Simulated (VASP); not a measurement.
# C (P6_3/mmc) in VASP: a series of runs

C is run at these levels: PBEsol; tasks: single point.

All numbers are computed with VASP 6.6.1; they aren't measurements. Logs are shortened: lines on timing, memory, paths and dates and some standing lists are left out, and cuts for length are marked.

### Step 1. The cell of the first run

Symmetry: P6_3/mmc, No. 194, hexagonal system. The conventional cell has a = 2.422 Å, b = 2.422 Å, c = 7.278 Å, α = 90.00°, β = 90.00°, γ = 120.00°. C (site symmetry -6m2) has 3 C at 1.40 Å within 1.9 Å. Within 1.9 Å of C (site symmetry -6m2) lie 3 C at 1.40 Å.

### Step 2. Single point, PBEsol (biaxial strain in the a-b plane: -1.5 %, then relaxed in part)

File INCAR:

```
SYSTEM = C
PREC = Accurate
ENCUT = 520
EDIFF = 1E-7
ISMEAR = 0
SIGMA = 0.1
LREAL = .False.
LASPH = .True.
NELM = 80
ALGO = Normal
ISIF = 2
LWAVE = .False.
LCHARG = .False.
GGA = PS
NBANDS = 16
```

File KPOINTS:

```
Automatic mesh
0
Gamma
  24 24 8
  0 0 0
```

File POSCAR:

```
C
1.0
    2.4220156236      0.0000000000      0.0000000000
   -1.2110078118      2.0975270584      0.0000000000
    0.0000000000      0.0000000000      7.2779769711
C
4
Direct
    0.0000000000      0.0000000000      0.2500000000
    0.0000000000      0.0000000000      0.7500000000
    0.3333333333      0.6666666667      0.2500000000
    0.6666666667      0.3333333333      0.7500000000
```

Potentials or basis: VASP PAW PBE potentials, release 64 (C).

Started as:

```bash
cat potpaw_PBE.64/C/POTCAR > POTCAR
mpirun -np 1 vasp_std > vasp.out
```

OUTCAR:

```text
SYSTEM = C
   PREC = Accurate
   ENCUT = 520
   EDIFF = 1E-7
   ISMEAR = 0
   LREAL = .False.
   LASPH = .True.
   NELM = 80
   ISIF = 2
   GGA = PS

 ion  position               nearest neighbor table
   1  0.000  0.000  0.250-   3 1.40   3 1.40   3 1.40
   2  0.000  0.000  0.750-   4 1.40   4 1.40   4 1.40
   3  0.333  0.667  0.250-   1 1.40   1 1.40   1 1.40
   4  0.667  0.333  0.750-   2 1.40   2 1.40   2 1.40

  LATTYP: Found a hexagonal cell.
 ALAT       =     2.4220156236
 C/A-ratio  =     3.0049256909

  Lattice vectors:

 A1 = (   2.4220156236,   0.0000000000,   0.0000000000)
 A2 = (  -1.2110078118,   2.0975270584,   0.0000000000)
 A3 = (   0.0000000000,   0.0000000000,   7.2779769711)

Analysis of symmetry for initial positions (statically):
=====================================================================
 Subroutine PRICEL returns:
 Original cell was already a primitive cell.

 Routine SETGRP: Setting up the symmetry group for a
 hexagonal supercell.

 Subroutine GETGRP returns: Found 24 space group operations
 (whereof 12 operations were pure point group operations)
 out of a pool of 24 trial point group operations.

The static configuration has the point symmetry D_3d.
 The point group associated with its full space group is D_6h.

Analysis of symmetry for dynamics (positions and initial velocities):
=====================================================================
 Subroutine PRICEL returns:
 Original cell was already a primitive cell.

 Routine SETGRP: Setting up the symmetry group for a
 hexagonal supercell.

 Subroutine GETGRP returns: Found 24 space group operations
 (whereof 12 operations were pure point group operations)
 out of a pool of 24 trial point group operations.

The dynamic configuration has the point symmetry D_3d.
 The point group associated with its full space group is D_6h.

 Subroutine INISYM returns: Found 24 space group operations
 (whereof 12 operations are pure point group operations),
 and found     1 'primitive' translations

----------------------------------------------------------------------------------------

                                     Primitive cell

  volume of cell :      36.9739

  direct lattice vectors                    reciprocal lattice vectors
     2.422015624  0.000000000  0.000000000     0.412879252  0.238375948  0.000000000
    -1.211007812  2.097527058  0.000000000     0.000000000  0.476751895  0.000000000
     0.000000000  0.000000000  7.277976971     0.000000000  0.000000000  0.137400819

  length of vectors
     2.422015624  2.422015624  7.277976971     0.476751895  0.476751895  0.137400819

  position of ions in fractional coordinates (direct lattice)
     0.000000000  0.000000000  0.250000000
     0.000000000  0.000000000  0.750000000
     0.333333333  0.666666667  0.250000000
     0.666666667  0.333333333  0.750000000

  ion indices of the primitive-cell ions
   primitive index   ion index
                 1           1
                 2           2
                 3           3
                 4           4

----------------------------------------------------------------------------------------

 KPOINTS: Automatic mesh

Automatic generation of k-mesh.
 Grid dimensions read from file:
 generate k-points for:   24   24    8

 Generating k-lattice:

  Cartesian coordinates                     Fractional coordinates (reciprocal lattice)
     0.017203302  0.009932331  0.000000000     0.041666667  0.000000000  0.000000000
     0.000000000  0.019864662  0.000000000     0.000000000  0.041666667  0.000000000
     0.000000000  0.000000000  0.017175102     0.000000000  0.000000000  0.125000000

  Length of vectors
     0.019864662  0.019864662  0.017175102

  Shift w.r.t. Gamma in fractional coordinates (k-lattice)
     0.000000000  0.000000000  0.000000000

 Subroutine IBZKPT returns following result:
 ===========================================

 Found    305 irreducible k-points:

 Following reciprocal coordinates:
            Coordinates               Weight
  0.000000  0.000000  0.000000      1.000000
  0.041667 -0.000000  0.000000      6.000000
  0.083333 -0.000000  0.000000      6.000000
  0.125000 -0.000000  0.000000      6.000000
  0.166667  0.000000  0.000000      6.000000
  0.208333  0.000000  0.000000      6.000000
[... 16 lines left out ...]
  0.416667  0.041667  0.000000     12.000000
  0.458333  0.041667  0.000000     12.000000
 [... further k-points ...]
   k-points           NKPTS =    305   k-points in BZ     NKDIM =    305   number of bands    NBANDS=     16
   number of dos      NEDOS =    301   number of ions     NIONS =      4
   total plane-waves  NPLWV =  17496
   dimension x,y,z NGX =    18 NGY =   18 NGZ =   54
   dimension x,y,z NGXF=    36 NGYF=   36 NGZF=  108
   ions per type =               4
   NGX,Y,Z   is equivalent  to a cutoff of  12.36, 12.36, 12.33 a.u.
   NGXF,Y,Z  is equivalent  to a cutoff of  24.71, 24.71, 24.67 a.u.
 SYSTEM =  C
   PREC   = accura    normal or accurate (medium, high low for compatibility)
   ISTART =      0    job   : 0-new  1-cont  2-samecut
   ICHARG =      2    charge: 1-file 2-atom 10-const
   ISPIN  =      1    spin polarized calculation?
   LNONCOLLINEAR =      F non collinear calculations
   LSORBIT =      F    spin-orbit coupling
   LASPH  =      T    aspherical Exc in radial PAW
   ENCUT  =  520.0 eV  38.22 Ry    6.18 a.u.   4.50  4.50 13.53*2*pi/ulx,y,z
   NELM   =     80;   NELMIN=  2; NELMDL= -5     # of ELM steps
   EDIFF  = 0.1E-06   stopping-criterion for ELM
   LREAL  =      F    real-space projection
   EDIFFG = 0.1E-05   stopping-criterion for IOM
   NSW    =      0    number of steps for IOM
   IBRION =     -1    ionic relax: 0-MD 1-quasi-New 2-CG
   NFREE  =      0    steps in history (QN), initial steepest desc. (CG)
   ISIF   =      2    stress and relaxation
   ISYM   =      2    0-nonsym 1-usesym 2-fastsym
   POTIM  = 0.5000    time-step for ionic-motion
   TEBEG  =    0.0;   TEEND  =   0.0 temperature during run
   PSTRESS=    0.0 pullay stress
   NELECT =      16.0000    total number of electrons
   NUPDOWN=      -1.0000    fix difference up-down
   EMIN   =  10.00;   EMAX   =-10.00  energy-range for DOS
   EFERMI =   0.00;   METHOD = LEGACY
   ISMEAR =     0;   SIGMA  =   0.10  broadening in eV -4-tet -1-fermi 0-gaus
   EFERMI_NEDOS =   21; number of points for ismear=-14 and -15
   IALGO  =     38    algorithm
   IMIX   =      4    mixing-type and parameters
     AMIX     =   0.40;   BMIX     =  1.00
     AMIX_MAG =   1.60;   BMIX_MAG =  1.00
  volume/ion in A,a.u.               =       9.24        62.38
  Fermi-wavevector in a.u.,A,eV,Ry     =   1.238273  2.339997 20.862088  1.533320
  Thomas-Fermi vector in A             =   2.372805
   LORBIT       =      0    0 simple, 1 ext, 2 COOP (PROOUT), +10 PAW based schemes
   GGA     = PS    functional components
   LHFCALC =     F    Hartree Fock is set to
   AEXX    =    0.0000 exact exchange contribution
   IVDW    =     0    specifies the selected vdW correction
   LEPSILON=     F    determine dielectric tensor
   LRPA    =     F    only Hartree local field effects (RPA)
 non-spin polarized calculation
 Gauss-broadening in eV      SIGMA  =   0.10
  energy-cutoff  :      520.00
  volume of cell :       36.97
 maximum number of plane-waves:      1018
 NGX is ok and might be reduce to    18
   NGX =  9   NGY =  9   NGZ = 27

 number of electron      16.0000000 magnetization

 Free energy of the ion-electron system (eV)
  ---------------------------------------------------
  ext. energy  EPLUGINS =         0.00000000
  ---------------------------------------------------
  free energy    TOTEN  =       -38.50821235 eV

  energy without entropy =      -38.50776337  energy(sigma->0) =      -38.50798786

 E-fermi :   4.2243     XC(G=0): -10.0695

 val. band max:        4.2224032809   @ k =   0.3333   0.3333   0.5000
 cond. band min:       4.2245359948   @ k =   0.3333   0.3333   0.2500
 fundamental gap:      0.0021327139
 Fermi energy:         4.2243344226

 k-point     1 :       0.0000    0.0000    0.0000
  band No.  band energies     occupation
      1     -15.7554      2.00000
      2     -15.5997      2.00000
      3      -4.3946      2.00000
      4      -3.1178      2.00000
      5       1.2586      2.00000
      6       1.2586      2.00000
[... 8 lines left out ...]
     15      16.3055      0.00000
     16      16.4116      0.00000

 k-point     2 :       0.0417   -0.0000    0.0000
  band No.  band energies     occupation
      1     -15.7128      2.00000
      2     -15.5576      2.00000
      3      -4.3422      2.00000
      4      -3.0677      2.00000
      5       1.0850      2.00000
      6       1.0939      2.00000
[... 8 lines left out ...]
     15      16.1461      0.00000
     16      16.2576      0.00000

 k-point     3 :       0.0833   -0.0000    0.0000
  band No.  band energies     occupation
      1     -15.5850      2.00000
      2     -15.4312      2.00000
      3      -4.1855      2.00000
      4      -2.9177      2.00000
      5       0.5905      2.00000
      6       0.6041      2.00000
[... 8 lines left out ...]
     15      15.6835      0.00000
     16      15.8143      0.00000

 k-point     4 :       0.1250   -0.0000    0.0000
  band No.  band energies     occupation
      1     -15.3726      2.00000
      2     -15.2211      2.00000
      3      -3.9252      2.00000
      4      -2.6689      2.00000
      5      -0.1613      2.00000
      6      -0.1412      2.00000
[... 8 lines left out ...]
     15      14.9541      0.00000
     16      15.1249      0.00000
[... 324 lines left out ...]
 k-point    22 :       0.3750    0.0417    0.0000
  band No.  band energies     occupation
      1     -11.9686      2.00000
      2     -11.8515      2.00000
      3      -7.1821      2.00000
      4      -7.1072      2.00000
      5      -2.1949      2.00000
      6      -2.1712      2.00000
[... 8 lines left out ...]
     15      18.1783      0.00000
     16      19.9662      0.00000

 k-point    23 :       0.4167    0.0417    0.0000
  band No.  band energies     occupation
      1     -11.1756      2.00000
      2     -11.0673      2.00000
      3      -8.2198      2.00000
      4      -8.1381      2.00000
      5      -2.3646      2.00000
      6      -2.3405      2.00000
[... 8 lines left out ...]
     15      17.1118      0.00000
     16      19.3083      0.00000

 k-point    24 :       0.4583    0.0417    0.0000
  band No.  band energies     occupation
      1     -10.3774      2.00000
      2     -10.2899      2.00000
      3      -9.1284      2.00000
      4      -9.0537      2.00000
      5      -2.4502      2.00000
      6      -2.4259      2.00000
[... 8 lines left out ...]
     15      17.6756      0.00000
     16      18.7540      0.00000

 [... further k-points ...]

------------------------ aborting loop because EDIFF is reached ----------------------------------------

  FORCE on cell =-STRESS in cart. coord.  units (eV):
  Direction    XX          YY          ZZ          XY          YZ          ZX
  --------------------------------------------------------------------------------------
  -------------------------------------------------------------------------------------
  Total        4.5644325      4.5644325     -0.0232178     -0.0000000     -0.0000000      0.0000000
  in kB      197.7890198    197.7890198     -1.0060871     -0.0000000     -0.0000000      0.0000000
  external PRESSURE =     131.5239841 kB  Pullay stress =       0.0000000 kB

 VOLUME and BASIS-vectors are now :
 -----------------------------------------------------------------------------
  energy-cutoff  :      520.00
  volume of cell :       36.97
      direct lattice vectors                 reciprocal lattice vectors
     2.422015624  0.000000000  0.000000000     0.412879252  0.238375948  0.000000000
    -1.211007812  2.097527058  0.000000000     0.000000000  0.476751895  0.000000000
     0.000000000  0.000000000  7.277976971     0.000000000  0.000000000  0.137400819

 POSITION                                       TOTAL-FORCE (eV/Angst)
 -----------------------------------------------------------------------------------
      0.00000      0.00000      1.81949         0.000000      0.000000      0.000000
      0.00000      0.00000      5.45848        -0.000000     -0.000000      0.000000
     -0.00000      1.39835      1.81949        -0.000000      0.000000     -0.000000
      1.21101      0.69918      5.45848         0.000000     -0.000000     -0.000000
 -----------------------------------------------------------------------------------
    total drift:                                0.000000     -0.000000      0.000000

  FREE ENERGIE OF THE ION-ELECTRON SYSTEM (eV)
  ---------------------------------------------------
  free  energy   TOTEN  =       -38.5082123519 eV

  energy  without entropy=      -38.5077633722  energy(sigma->0) =      -38.50798786
```

Wall time 2 min (1 thread of Intel Xeon Platinum 8375C at 2.90GHz (Ice Lake), shared host); peak memory 0.24 GiB.

Results:

```yaml
Free_energy: -38.5082 eV
Pressure: 13.2 GPa
Band_gap_on_the_k_mesh: zero (band 8 reaches 4.23 eV, above the bottom of band 9 at 4.22 eV)
```

Levels at points of the mesh, in eV from the Fermi level:
```csv
k point,band 5,band 6,band 7,band 8,band 9,band 10,band 11,band 12
"(0.00, 0.00, 0.00)",-2.97,-2.97,-2.96,-2.96,3.33,8.44,8.65,8.65
"(0.50, 0.00, 0.00)",-6.54,-6.52,-2.71,-2.28,1.48,2.00,7.79,8.01
"(0.00, 0.00, 0.50)",-2.96,-2.96,-2.96,-2.96,5.40,5.40,8.66,8.66
"(0.50, 0.00, 0.50)",-6.53,-6.53,-2.47,-2.47,1.65,1.65,7.90,7.90
```

Caveat: the cell differs from its parent crystal (biaxial strain in the a-b plane: -1.5 %, then relaxed in part); the PAW data sets were made with another functional, which shifts forces and pressure a little; this functional lacks dispersion, which binds the layers, so the pressure and a relaxed spacing across them are unreliable.

### Step 3. Single point, PBEsol (biaxial strain in the a-b plane: -1.5 %)

File INCAR:

```
PREC     = Accurate       # precision mode
ENCUT    = 520            # plane-wave cutoff, eV
EDIFF    = 1E-6           # SCF threshold, eV
ISMEAR   = 0              # smearing method
SIGMA    = 0.1            # smearing width, eV
LREAL    = F              # projectors in reciprocal space
LASPH    = T              # aspherical terms in the spheres
NELM     = 60             # most SCF steps
ALGO     = Normal         # electronic algorithm
ISIF     = 2              # what is computed and relaxed
LWAVE    = F              # write WAVECAR
LCHARG   = F              # write CHGCAR
GGA      = PS             # functional
NBANDS   = 16             # bands
```

File KPOINTS:

```
regular mesh
0
Gamma
  24 24 8
```

POSCAR, as its differences from that of step 2:

```diff
@@ -4,3 +4,3 @@
    -1.2110078118      2.0975270584      0.0000000000
-    0.0000000000      0.0000000000      7.2779769711
+    0.0000000000      0.0000000000      7.3590499707
 C
```

Potentials or basis: VASP PAW PBE potentials, release 64 (C).

Started as:

```bash
cat potpaw_PBE.64/C/POTCAR > POTCAR
mpirun -np 1 vasp_std > vasp.out
```

Run time: 1.9 min. Hardware: 1 thread of Intel Xeon Platinum 8375C at 2.90GHz (Ice Lake), shared host; peak memory 0.24 GiB.

The run converged. Its results:

```yaml
Free_energy: -38.5081 eV
Pressure: 13.0 GPa
Band_gap_on_the_k_mesh: zero (band 8 reaches 4.14 eV, above the bottom of band 9 at 4.13 eV)
```

Stress tensor (GPa, compression positive):
```
19.57  0.00  0.00
 0.00 19.57  0.00
 0.00  0.00 -0.18
```

Levels at points of the mesh, in eV from the Fermi level:
| k point | band 4 | band 5 | band 6 | band 7 | band 8 | band 9 | band 10 | band 11 | band 12 | band 13 |
| --- | --- | --- | --- | --- | --- | --- | --- | --- | --- | --- |
| (0.00, 0.00, 0.00) | -7.39 | -2.97 | -2.97 | -2.96 | -2.96 | 3.27 | 8.24 | 8.65 | 8.65 | 8.67 |
| (0.50, 0.00, 0.00) | -13.55 | -6.54 | -6.52 | -2.69 | -2.29 | 1.49 | 1.98 | 7.80 | 7.99 | 10.85 |
| (0.00, 0.00, 0.50) | -8.03 | -2.96 | -2.96 | -2.96 | -2.96 | 5.27 | 5.27 | 8.66 | 8.66 | 8.66 |
| (0.50, 0.00, 0.50) | -13.57 | -6.53 | -6.53 | -2.47 | -2.47 | 1.65 | 1.65 | 7.89 | 7.89 | 12.06 |

Caveat: the cell differs from its parent crystal (biaxial strain in the a-b plane: -1.5 %); the PAW data sets were made with another functional, which shifts forces and pressure a little; this functional lacks dispersion, which binds the layers, so the pressure and a relaxed spacing across them are unreliable.
